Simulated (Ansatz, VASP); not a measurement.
# One calculation of LuAg3O3, two programs

```xyz
7
Lattice="3.4014 0.0000 0.0000 -1.7007 2.9457 0.0000 0.0000 0.0000 11.4928" Properties=species:S:1:pos:R:3 pbc="T T T"
Lu    0.0000    0.0000    0.0983
Ag    1.7007    0.9819    8.3552
Ag    0.0000    1.9638    3.2532
Ag    0.0000    0.0000    6.3160
O     1.7007    0.9819   10.5107
O     0.0000    1.9638    1.1574
O     0.0000    1.9638    5.3049
```

Alike in both runs: functional PBE; k mesh 12 × 12 × 4; occupations gaussian, width 0.1 eV; no spin polarisation.

Ansatz relaxed the structure, and its values are those at the end. VASP's run is a single point on that final structure, the one shown.

|  | VASP | Ansatz |
| --- | --- | --- |
| version | VASP 6.6.1 | Ansatz 0.2.0 |
| potentials or method | VASP PAW PBE potentials, release 64 (Lu, Ag, O), cutoff 520 eV | scalar-relativistic, plane waves, PAW |
| valence electrons in the cell | 76 | 100 |

|  | VASP | Ansatz | Ansatz less VASP |
| --- | --- | --- | --- |
| gap on the k mesh at the Fermi level (eV) | none | none | - |
| pressure (GPa) | 0.3 | 0.0 | -0.28 |
| rms of the force components (eV/Å) | 0.026 | 0.001 | -0.0251 |

A gap of «none» marks a metal or a gap that the smearing closes. With one functional, cell and mesh, what is left measures potentials, basis and numerics. VASP's potentials hold 76 valence electrons a cell and Ansatz's 100, so a difference there can come from the potentials and not from the codes.

Neither program's run includes spin-orbit coupling.
